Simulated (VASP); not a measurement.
**NaF: single point with r2SCAN**

The system is NaF.

```xyz
2
Lattice="2.7935 0.0000 0.0000 0.0000 2.7935 0.0000 0.0000 0.0000 2.7935" Properties=species:S:1:pos:R:3 pbc="T T T"
Na    0.0000    0.0000    0.0000
F     1.3967    1.3967    1.3967
```

```yaml
Program: VASP 6.6.1
Task: single point
Functional: r2SCAN
Potentials_or_basis: VASP PAW PBE potentials, release 64 (Na_pv, F)
Cutoff: 520 eV
k_mesh: 8 × 8 × 8
Occupations: gaussian, width 0.01 eV
Spin: no spin polarisation
```

```
Pressure               : -0.9 GPa
Band gap on the k mesh : 7.11 eV, indirect (least direct gap 7.45 eV)
```

Levels at points of the mesh, in eV from the valence-band top:
```tsv
k point	band 3	band 4	band 5	band 6	band 7	band 8	band 9	band 10	band 11	band 12
(0.00, 0.00, 0.00)	-20.64	-20.64	-0.34	-0.34	-0.34	7.11	16.47	16.47	25.64	25.64
(0.50, 0.00, 0.00)	-20.61	-19.98	-2.62	-0.22	-0.22	11.90	12.98	20.48	22.35	25.04
(0.50, 0.50, 0.00)	-20.59	-20.50	-1.89	-1.89	0.00	13.01	16.48	16.48	16.56	24.68
(0.50, 0.50, 0.50)	-20.82	-20.26	-1.69	-1.69	-1.69	15.52	15.52	15.52	20.54	20.54
```

It took 54 s on 1 thread of AMD EPYC 7R43 64-Core Processor (Zen 3), with other jobs on the host, peak memory 0.1 GiB.

Caveat: the PAW data sets were made with another functional, which shifts forces and pressure a little. A k mesh can miss the band edges.
